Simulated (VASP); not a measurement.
Set up this calculation in VASP 6.6.1, as the native input.

```
Task                   : single point
Functional             : PBE
Potentials or basis    : VASP PAW PBE potentials, release 64 (Co, O)
Cutoff                 : 520 eV
k mesh                 : 18 × 18 × 18
Occupations            : gaussian, width 0.1 eV
Spin                   : collinear spin, ferromagnetic start
Starting moments       : [2.84, 0.31] μB
Hubbard terms          : Co d U = 3.32 eV
Dipole correction      : no
Further INCAR settings : ALGO = Normal; EDIFF = 1e-06; NBANDS = 18
```

The structure of CoO lies in POSCAR:

```
CoO
1.0
    1.5367472038      0.8872414118      2.4735053755
   -1.5367472038      0.8872414118      2.4735053755
    0.0000000000     -1.7744828236      2.4735053755
Co O
1 1
Direct
    0.0000000000      0.0000000000      0.0000000000
    0.5000000000      0.5000000000      0.5000000000
```

One way to write it, as run:

INCAR

```
PREC = Accurate
ENCUT = 520
EDIFF = 1E-6
ISMEAR = 0
SIGMA = 0.1
LREAL = F
LASPH = T
NELM = 150
ALGO = Normal
ISIF = 2
LWAVE = F
LCHARG = F
ISPIN = 2
MAGMOM = 2.84 0.31
LORBIT = 11
LMAXMIX = 4
LDAU = T
LDAUTYPE = 2
LDAUL = 2 -1
LDAUU = 3.32 0
LDAUJ = 0 0
LDAUPRINT = 1
GGA = PE
NBANDS = 18
```

KPOINTS

```
Automatic mesh
0
Gamma
  18 18 18
```

Potentials or basis: VASP PAW PBE potentials, release 64 (Co, O).

Launch:

```console
$ cat potpaw_PBE.64/Co/POTCAR potpaw_PBE.64/O/POTCAR > POTCAR
$ mpirun -np 1 vasp_std > vasp.out
```

Results of the run:

```json
{
  "Pressure": "-7.4 GPa",
  "Band gap on the k mesh": "zero (filled and empty bands overlap)",
  "Net moment": "3.00 μB per cell",
  "Site moments": "Co +2.73; O +0.25 μB",
  "Valence electrons inside the program's atomic spheres": "Co 7.73; O 4.98"
}
```

Caveat: the cell stands under tension; a cell with one magnetic atom can't hold antiferromagnetic order, which such compounds often take.

Run time: 6.8 min on 1 thread of AMD EPYC 9R14 (Zen 4), on a shared host, peak memory 0.38 GiB.
